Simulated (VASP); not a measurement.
Write the native input for VASP 6.6.1 that does the following.

```yaml
Task: single point
Functional: LDA
Potentials_or_basis: VASP PAW LDA potentials, release 64 (Sn_d, Se)
Cutoff: 520 eV
k_mesh: 8 × 8 × 8
Occupations: gaussian, width 0.02 eV
Spin: no spin polarisation
Dipole_correction: no
Further_INCAR_settings: ALGO = Normal; EDIFF = 1e-07; NBANDS = 17
```

The structure of SnSe lies in POSCAR:

```
SnSe
1.0
    0.0000000000      2.8864952220      2.8864952220
    2.8864952220      0.0000000000      2.8864952220
    2.8864952220      2.8864952220      0.0000000000
Sn Se
1 1
Direct
    0.0000000000      0.0000000000      0.0000000000
    0.5000000000      0.5000000000      0.5000000000
```

This cell differs from its parent crystal: volume scaled by 0.94.

The input as run:

INCAR

```
PREC     = Accurate       # precision mode
ENCUT    = 520            # plane-wave cutoff, eV
EDIFF    = 1E-7           # SCF threshold, eV
ISMEAR   = 0              # smearing method
SIGMA    = 0.02           # smearing width, eV
LREAL    = False          # projectors in reciprocal space
LASPH    = True           # aspherical terms in the spheres
NELM     = 80             # most SCF steps
ALGO     = Normal         # electronic algorithm
ISIF     = 2              # what is computed and relaxed
LWAVE    = False          # write WAVECAR
LCHARG   = False          # write CHGCAR
NBANDS   = 17             # bands
```

KPOINTS

```
regular mesh
0
Gamma
  8 8 8
```

Potentials or basis: VASP PAW LDA potentials, release 64 (Sn_d, Se).

The run is started by

```console
$ cat potpaw_LDA.64/Sn_d/POTCAR potpaw_LDA.64/Se/POTCAR > POTCAR
$ mpirun -np 1 vasp_std > vasp.out
```

Results of the run:

```
Pressure               : 4.4 GPa
Band gap on the k mesh : 0.67 eV, indirect (least direct gap 0.85 eV)
```

Caveat: spin-orbit coupling is left out, which moves the levels of the heavy elements.

It took 21 s on 1 thread of Intel Xeon 8259CL, on a shared host, peak memory 0.16 GiB.
